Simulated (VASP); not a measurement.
# B3C2 (P4mm) in VASP: notebook, part 2 of 3

VASP 6.6.1. The steps go on from the part before.

### 3 Single point, PBE

This run uses another cell than the first one, of 8.88 Å³/atom.

The input, INCAR:

```
ALGO = Normal ; EDIFF = 1E-6
ENCUT = 520 ; GGA = PE
ISIF = 2 ; ISMEAR = 0
LASPH = True ; LCHARG = False
LREAL = False ; LWAVE = False
NBANDS = 16 ; NELM = 100
PREC = Accurate ; SIGMA = 0.1
```

The input, KPOINTS:

```
k-points
0
Gamma
  6 6 4
```

The input, POSCAR:

```
B3C2
1.0
    3.1116840600      0.0000000000      0.0000000000
    0.0000000000      3.1116840600      0.0000000000
    0.0000000000      0.0000000000      4.5831336000
B C
3 2
Direct
    0.5000000000      0.0000000000      0.9934612500
    0.0000000000      0.5000000000      0.9934612500
    0.0000000000      0.0000000000      0.2721384500
    0.0000000000      0.0000000000      0.7211286400
    0.5000000000      0.5000000000      0.2898103300
```

Potentials or basis: VASP PAW PBE potentials, release 64 (B, C).

Started as:

```sh
> cat potpaw_PBE.64/B/POTCAR potpaw_PBE.64/C/POTCAR > POTCAR
> mpirun -np 1 vasp_std > vasp.out
```

It took 24 s on 1 thread of Intel Xeon 8259CL, shared host; peak memory 0.15 GiB.

It converged, with:

```yaml
Free_energy: -28.0454 eV
Pressure: -40.4 GPa
Largest_force: 3.528 eV/Å
Band_gap_on_the_k_mesh: zero (an odd number of electrons rules out a gap without spin polarisation)
```

Forces on the atoms (eV/Å):
```
B    0.000  0.000 -1.494
B    0.000  0.000 -1.494
B    0.000  0.000  3.528
C    0.000  0.000  2.212
C    0.000  0.000 -2.752
```

Stress tensor (GPa, compression positive):
```
-34.55   0.00   0.00
  0.00 -34.55   0.00
  0.00   0.00 -52.24
```

Levels at points of the mesh, in eV from the Fermi level:
```csv
k point,band 7,band 8,band 9,band 10,band 11,band 12
"(0.00, 0.00, 0.00)",-0.06,-0.06,0.27,0.37,3.56,3.69
"(0.50, 0.00, 0.00)",-2.71,-2.00,0.41,1.62,2.42,4.63
"(0.50, 0.50, 0.00)",-4.30,-3.87,-3.38,1.78,1.78,2.06
"(0.00, 0.00, 0.50)",-1.24,-1.24,-0.90,0.51,3.32,3.48
"(0.50, 0.00, 0.50)",-1.92,-0.96,0.08,0.45,0.95,2.51
"(0.50, 0.50, 0.50)",-5.36,-4.12,0.27,2.93,3.82,4.51
```

Caveat: the stress differs along the axes, from -52 to -35 GPa; an odd number of electrons without spin polarisation forces a metal; a magnetic or distorted state may lie lower.

### 4 Relaxation of cell and atoms, PBE

This run uses another cell than the first one, of 8.88 Å³/atom.

The input, INCAR:

```
SYSTEM = B3C2
ALGO     = Normal         ! electronic algorithm
EDIFF    = 1E-6           ! SCF threshold, eV
EDIFFG   = -0.04          ! ionic threshold
ENCUT    = 600            ! plane-wave cutoff, eV
GGA      = PE             ! functional
IBRION   = 2              ! ionic algorithm
ISIF     = 3              ! what is computed and relaxed
ISMEAR   = 0              ! smearing method
LASPH    = .TRUE.         ! aspherical terms in the spheres
LCHARG   = .FALSE.        ! write CHGCAR
LREAL    = .FALSE.        ! projectors in reciprocal space
LWAVE    = .FALSE.        ! write WAVECAR
NELM     = 80             ! most SCF steps
NSW      = 90             ! ionic steps
PREC     = Accurate       ! precision mode
SIGMA    = 0.1            ! smearing width, eV
```

The input, KPOINTS:

```
k-points
0
G
  6 6 4
  0 0 0
```

POSCAR is that of step 3.

Started as:

```sh
> cat potpaw_PBE.64/B/POTCAR potpaw_PBE.64/C/POTCAR > POTCAR
> mpirun -np 1 vasp_std > vasp.out
```

It took 5.6 min on 1 thread of Intel Xeon 8259CL, shared host; peak memory 0.18 GiB.

It converged, with:

```yaml
Free_energy: -33.3136 eV
Relaxed_volume: 6.76 Å³/atom
Relaxed_cell: a = 2.785 Å, b = 2.785 Å, c = 4.359 Å, α = 90.00°, β = 90.00°, γ = 90.00°
Space_group_after_relaxing_to_0.1_Å: P4mm (No. 99)
Energy_gained_by_relaxing: 1053.0 meV/atom
Ionic_steps: 23
Pressure_after_relaxing: 0.0 GPa
Largest_force_after_relaxing: 0.024 eV/Å
Band_gap_on_the_k_mesh: zero (an odd number of electrons rules out a gap without spin polarisation)
```

Forces in eV/Å, atoms in the order of the input:
```
B    0.000  0.000 -0.011
B    0.000  0.000 -0.011
B    0.000  0.000  0.024
C    0.000  0.000 -0.003
C    0.000  0.000  0.001
```

The path:
```tsv
step	energy change (eV)	largest force (eV/Å)	pressure (GPa)	volume (Å³)
1	0.0000	3.5267	-40.54	44.38
2	-3.6323	7.1752	7.23	31.43
3	-3.6562	7.1786	20.42	30.20
4	-2.0637	17.8742	98.34	27.04
5	-4.3502	1.2722	39.46	28.80
6	-5.0408	1.9881	-2.69	32.84
7	-5.0415	2.0375	-4.01	33.00
8	-5.1563	1.6875	-3.69	33.29
9	-5.1591	1.4952	-4.02	33.25
10	-5.2409	0.7607	3.68	32.86
11	-5.2414	0.7424	4.35	32.83
12	-5.2507	1.0016	0.50	33.38
13	-5.2580	0.2963	1.91	33.16
14	-5.2614	0.1605	-0.35	33.48
15	-5.2614	0.1616	-0.36	33.48
16	-5.2625	0.1101	0.00	33.50
17	-5.2633	0.1782	0.68	33.53
18	-5.2641	0.0933	0.62	33.58
19	-5.2647	0.0622	0.53	33.66
20	-5.2648	0.1019	0.52	33.68
21	-5.2651	0.0682	0.16	33.76
22	-5.2652	0.0439	-0.08	33.82
23	-5.2652	0.0240	-0.02	33.82
```

Final structure:
```yaml
crystal:
  lattice:
    - [2.78543, 0.00000, 0.00000]
    - [0.00000, 2.78543, 0.00000]
    - [0.00000, 0.00000, 4.35905]
  atoms:
    - { symbol: B, position: [0.50000, 0.00000, 0.96164] }
    - { symbol: B, position: [0.00000, 0.50000, 0.96164] }
    - { symbol: B, position: [0.00000, 0.00000, 0.40282] }
    - { symbol: C, position: [0.00000, 0.00000, 0.75376] }
    - { symbol: C, position: [0.50000, 0.50000, 0.19013] }
```

Levels at points of the mesh, in eV from the Fermi level:
| k point | band 5 | band 6 | band 7 | band 8 | band 9 | band 10 | band 11 | band 12 |
| --- | --- | --- | --- | --- | --- | --- | --- | --- |
| (0.00, 0.00, 0.00) | -8.35 | -3.83 | -1.54 | -1.54 | 0.44 | 1.77 | 2.45 | 2.45 |
| (0.50, 0.00, 0.00) | -9.01 | -6.74 | -5.07 | -4.43 | 1.56 | 3.41 | 3.91 | 4.04 |
| (0.50, 0.50, 0.00) | -8.72 | -7.18 | -7.18 | -4.84 | -3.77 | -0.96 | -0.96 | 2.41 |
| (0.00, 0.00, 0.50) | -7.69 | -6.07 | -3.00 | -3.00 | -0.05 | 2.08 | 2.76 | 3.68 |
| (0.50, 0.00, 0.50) | -6.10 | -4.85 | -4.37 | -3.68 | 0.59 | 1.96 | 2.56 | 3.04 |
| (0.50, 0.50, 0.50) | -9.47 | -8.74 | -8.74 | -5.54 | -1.97 | 1.93 | 1.93 | 4.88 |

Caveat: the volume moved by over 15 % at a fixed basis, so the end points are rough; an odd number of electrons without spin polarisation forces a metal; a magnetic or distorted state may lie lower.

### 5 Single point, PBE

This run uses another cell than the first one, of 6.78 Å³/atom.

The input, INCAR:

```
SYSTEM = B3C2
  ALGO = Normal
  EDIFF = 1E-6
  ENCUT = 520
  GGA = PE
  ISIF = 2
  ISMEAR = 0
  LASPH = .True.
  LCHARG = .False.
  LREAL = .False.
  LWAVE = .False.
  NBANDS = 16
  NELM = 80
  PREC = Accurate
  SIGMA = 0.1
```

The input, KPOINTS:

```
k-points
0
Gamma
  14 14 8
  0 0 0
```

The input, POSCAR:

```
B3C2
1.0
    2.7826346677      0.0000000000      0.0000000000
    0.0000000000      2.7826346677      0.0000000000
    0.0000000000      0.0000000000      4.3765529170
B C
3 2
Direct
    0.5000000000      0.0000000000      0.9614197167
    0.0000000000      0.5000000000      0.9614197167
    0.0000000000      0.0000000000      0.4045591307
    0.0000000000      0.0000000000      0.7542956403
    0.5000000000      0.5000000000      0.1883057157
```

Potentials or basis: VASP PAW PBE potentials, release 64 (B, C).

Started as:

```sh
> cat potpaw_PBE.64/B/POTCAR potpaw_PBE.64/C/POTCAR > POTCAR
> mpirun -np 1 vasp_std > vasp.out
```

OUTCAR:

```text
SYSTEM = B3C2
   EDIFF = 1E-6
   ENCUT = 520
   GGA = PE
   ISIF = 2
   ISMEAR = 0
   LASPH = .True.
   LREAL = .False.
   NELM = 80
   PREC = Accurate

 ion  position               nearest neighbor table
   1  0.500  0.000  0.961-   4 1.66   4 1.66   5 1.71   5 1.71   2 1.97   2 1.97   2 1.97   2 1.97

   2  0.000  0.500  0.961-   4 1.66   4 1.66   5 1.71   5 1.71   1 1.97   1 1.97   1 1.97   1 1.97

   3  0.000  0.000  0.405-   4 1.53
   4  0.000  0.000  0.754-   3 1.53   2 1.66   1 1.66   2 1.66   1 1.66
   5  0.500  0.500  0.188-   1 1.71   2 1.71   1 1.71   2 1.71

  LATTYP: Found a simple tetragonal cell.
 ALAT       =     2.7826346677
 C/A-ratio  =     1.5728090244

  Lattice vectors:

 A1 = (   2.7826346677,   0.0000000000,   0.0000000000)
 A2 = (   0.0000000000,   2.7826346677,   0.0000000000)
 A3 = (   0.0000000000,   0.0000000000,   4.3765529170)

Analysis of symmetry for initial positions (statically):
=====================================================================
 Subroutine PRICEL returns:
 Original cell was already a primitive cell.

 Routine SETGRP: Setting up the symmetry group for a
 simple tetragonal supercell.

 Subroutine GETGRP returns: Found  8 space group operations
 (whereof  8 operations were pure point group operations)
 out of a pool of 16 trial point group operations.

The static configuration has the point symmetry C_4v.

Analysis of symmetry for dynamics (positions and initial velocities):
=====================================================================
 Subroutine PRICEL returns:
 Original cell was already a primitive cell.

 Routine SETGRP: Setting up the symmetry group for a
 simple tetragonal supercell.

[... 129 lines left out ...]
     AMIX     =   0.40;   BMIX     =  1.00
     AMIX_MAG =   1.60;   BMIX_MAG =  1.00
  volume/ion in A,a.u.               =       6.78        45.74
  Fermi-wavevector in a.u.,A,eV,Ry     =   1.300797  2.458150 23.022058  1.692074
  Thomas-Fermi vector in A             =   2.431973
   LORBIT       =      0    0 simple, 1 ext, 2 COOP (PROOUT), +10 PAW based schemes
   GGA     = PE    functional components
   LHFCALC =     F    Hartree Fock is set to
   AEXX    =    0.0000 exact exchange contribution
   IVDW    =     0    specifies the selected vdW correction
   LEPSILON=     F    determine dielectric tensor
   LRPA    =     F    only Hartree local field effects (RPA)
 non-spin polarized calculation
 Gauss-broadening in eV      SIGMA  =   0.10
  energy-cutoff  :      520.00
  volume of cell :       33.89
 maximum number of plane-waves:       936
 NGX is ok and might be reduce to    24
   NGX = 11   NGY = 11   NGZ = 17

 number of electron      17.0000000 magnetization

 Free energy of the ion-electron system (eV)
  ---------------------------------------------------
  ext. energy  EPLUGINS =         0.00000000
  ---------------------------------------------------
  free energy    TOTEN  =       -33.36851230 eV

  energy without entropy =      -33.36571025  energy(sigma->0) =      -33.36711128

 E-fermi :   9.1849     XC(G=0): -12.1319

 val. band max:        9.1794996209   @ k =   0.4286   0.2857   0.0000
 cond. band min:       9.1852232205   @ k =   0.5000   0.1429   0.2500
 fundamental gap:      0.0057235995
 Fermi energy:         9.1849469316

 k-point     1 :       0.0000    0.0000    0.0000
  band No.  band energies     occupation
      1     -11.5193      2.00000
      2      -5.5643      2.00000
      3      -2.4319      2.00000
      4       0.8149      2.00000
      5       0.8149      2.00000
      6       5.2921      2.00000
[... 433 lines left out ...]
      3      -1.9140      2.00000
      4      -0.5072      2.00000
      5       0.0388      2.00000
      6       1.7486      2.00000
[... 8 lines left out ...]
     15      17.0317      0.00000
     16      18.9566      0.00000

 [... further k-points ...]

------------------------ aborting loop because EDIFF is reached ----------------------------------------

  FORCE on cell =-STRESS in cart. coord.  units (eV):
  Direction    XX          YY          ZZ          XY          YZ          ZX
  --------------------------------------------------------------------------------------
  -------------------------------------------------------------------------------------
  Total        0.0145021      0.0145021      0.0368280      0.0000000      0.0000000      0.0000000
  in kB        0.6856412      0.6856412      1.7411832      0.0000000      0.0000000      0.0000000
  external PRESSURE =       1.0374885 kB  Pullay stress =       0.0000000 kB

 VOLUME and BASIS-vectors are now :
 -----------------------------------------------------------------------------
  energy-cutoff  :      520.00
  volume of cell :       33.89
      direct lattice vectors                 reciprocal lattice vectors
     2.782634668  0.000000000  0.000000000     0.359371646  0.000000000  0.000000000
     0.000000000  2.782634668  0.000000000     0.000000000  0.359371646  0.000000000
     0.000000000  0.000000000  4.376552917     0.000000000  0.000000000  0.228490325

 POSITION                                       TOTAL-FORCE (eV/Angst)
 -----------------------------------------------------------------------------------
      1.39132      0.00000      4.20770         0.000000      0.000000      0.007263
      0.00000      1.39132      4.20770         0.000000      0.000000      0.007263
      0.00000      0.00000      1.77057         0.000000      0.000000     -0.021981
      0.00000      0.00000      3.30121         0.000000      0.000000     -0.009381
      1.39132      1.39132      0.82413         0.000000     -0.000000      0.016835
 -----------------------------------------------------------------------------------
    total drift:                                0.000000     -0.000000     -0.000005

  FREE ENERGIE OF THE ION-ELECTRON SYSTEM (eV)
  ---------------------------------------------------
  free  energy   TOTEN  =       -33.3685123016 eV

  energy  without entropy=      -33.3657102515  energy(sigma->0) =      -33.36711128
```

OSZICAR:

```text
N       E                     dE             d eps       ncg     rms          rms(c)
DAV:   1     0.279643117685E+02    0.27964E+02   -0.78368E+03  5760   0.953E+02
DAV:   2    -0.330143783140E+02   -0.60979E+02   -0.56357E+02  7688   0.190E+02
DAV:   3    -0.352154107803E+02   -0.22010E+01   -0.21845E+01  8208   0.315E+01
DAV:   4    -0.352330215388E+02   -0.17611E-01   -0.17607E-01  6392   0.300E+00
DAV:   5    -0.352332721845E+02   -0.25065E-03   -0.25061E-03  8168   0.328E-01    0.810E+00
DAV:   6    -0.335083182253E+02    0.17250E+01   -0.33568E+00  7320   0.112E+01    0.376E+00
DAV:   7    -0.333880526626E+02    0.12027E+00   -0.43649E-01  7912   0.442E+00    0.208E+00
DAV:   8    -0.333679895439E+02    0.20063E-01   -0.42578E-02  7360   0.141E+00    0.275E-01
DAV:   9    -0.333683380626E+02   -0.34852E-03   -0.25735E-03  7424   0.384E-01    0.967E-02
DAV:  10    -0.333684672602E+02   -0.12920E-03   -0.36358E-04  7712   0.143E-01    0.318E-02
DAV:  11    -0.333685013799E+02   -0.34120E-04   -0.59767E-05  7448   0.577E-02    0.160E-02
DAV:  12    -0.333685113601E+02   -0.99802E-05   -0.10590E-05  7816   0.241E-02    0.612E-03
DAV:  13    -0.333685123016E+02   -0.94155E-06   -0.14911E-06  6544   0.902E-03
   1 F= -.33368512E+02 E0= -.33367111E+02  d E =-.280205E-02
```

stdout:

```text
POSCAR found type information on POSCAR B C
 POSCAR found :  2 types and       5 ions
 scaLAPACK will be used
 LDA part: xc-table for (Slater+PW92), standard interpolation
 POSCAR, INCAR and KPOINTS ok, starting setup
 FFT: planning ... GRIDC
 FFT: planning ... GRID_SOFT
 FFT: planning ... GRID
 WAVECAR not read
 entering main loop
```

Wall time 1.8 min (1 thread of Intel Xeon 8259CL, shared host); peak memory 0.21 GiB.

What came out:

```yaml
Free_energy: -33.3685 eV
Pressure: 0.1 GPa
Largest_force: 0.022 eV/Å
Band_gap_on_the_k_mesh: zero (an odd number of electrons rules out a gap without spin polarisation)
```

Forces in eV/Å, atoms in the order of the input:
```
B    0.000  0.000  0.007
B    0.000  0.000  0.007
B    0.000  0.000 -0.022
C    0.000  0.000 -0.009
C    0.000  0.000  0.017
```

Levels at points of the mesh, in eV from the Fermi level:
```
           k point  band 6  band 7  band 8  band 9  band 10  band 11
(0.00, 0.00, 0.00)   -3.89   -1.56   -1.56    0.46     1.80     2.41
(0.50, 0.00, 0.00)   -6.79   -5.09   -4.45    1.48     3.45     3.85
(0.50, 0.50, 0.00)   -7.21   -7.21   -4.88   -3.77    -1.05    -1.05
(0.00, 0.00, 0.50)   -6.18   -3.00   -3.00   -0.03     2.11     2.75
(0.50, 0.00, 0.50)   -4.88   -4.40   -3.75    0.43     1.98     2.42
(0.50, 0.50, 0.50)   -8.76   -8.76   -5.56   -2.00     1.79     1.79
```

Caveat: an odd number of electrons without spin polarisation forces a metal; a magnetic or distorted state may lie lower.

(Part 2 of 3 ends here.)

The gap in the log of VASP goes by the Fermi energy; the results here count the filled bands.